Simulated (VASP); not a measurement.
Set up this calculation in VASP 6.6.1, as the native input.

- Task: relaxation of cell and atoms
- Functional: PBEsol
- Potentials or basis: VASP PAW PBE potentials, release 64 (W_sv, C)
- Cutoff: 600 eV
- k mesh: 15 × 15 × 15
- Occupations: gaussian, width 0.1 eV
- Spin: no spin polarisation
- Dipole correction: no
- Further INCAR settings: ALGO = Normal; EDIFF = 1e-06; IBRION = 2; EDIFFG = -0.003; NSW = 80; ISIF = 3

The structure of WC lies in POSCAR:

```
WC
1.0
    2.9060000000      0.0000000000      0.0000000000
   -1.4530000000      2.5166698200      0.0000000000
    0.0000000000      0.0000000000      2.8370000000
W C
1 1
Direct
    0.0000000000      0.0000000000      0.0000000000
    0.3333333333      0.6666666667      0.5000000000
```

These files were run (other wordings do the same):

INCAR

```
PREC     = Accurate       # precision mode
ENCUT    = 600            # plane-wave cutoff, eV
EDIFF    = 1E-6           # SCF threshold, eV
ISMEAR   = 0              # smearing method
SIGMA    = 0.1            # smearing width, eV
LREAL    = F              # projectors in reciprocal space
LASPH    = T              # aspherical terms in the spheres
NELM     = 100            # most SCF steps
ALGO     = Normal         # electronic algorithm
ISIF     = 3              # what is computed and relaxed
LWAVE    = F              # write WAVECAR
LCHARG   = F              # write CHGCAR
GGA      = PS             # functional
IBRION   = 2              # ionic algorithm
NSW      = 80             # ionic steps
EDIFFG   = -0.003         # ionic threshold
```

KPOINTS

```
Automatic mesh
0
Gamma
  15 15 15
```

Potentials or basis: VASP PAW PBE potentials, release 64 (W_sv, C).

Launch:

```bash
$ cat potpaw_PBE.64/W_sv/POTCAR potpaw_PBE.64/C/POTCAR > POTCAR
$ mpirun -np 1 vasp_std > vasp.out
```

It gave:

```
Relaxed volume                        : 10.32 Å³/atom
Relaxed cell                          : a = 2.901 Å, b = 2.901 Å, c = 2.830 Å, α = 90.00°, β = 90.00°, γ = 120.00°
Space group after relaxing (to 0.1 Å) : P-6m2 (No. 187)
Energy gained by relaxing             : 0.5 meV/atom
Ionic steps                           : 3
Pressure after relaxing               : 0.0 GPa
Band gap on the k mesh                : zero (bands 9 and 10 overlap by 1.19 eV)
```

Caveat: the PAW data sets were made with another functional, which shifts forces and pressure a little; spin-orbit coupling is left out, which moves the levels of the heavy elements.

It took 51 s on 1 thread of Intel(R) Xeon(R) 6975P-C (Granite Rapids) (shared host), peak memory 0.21 GiB.
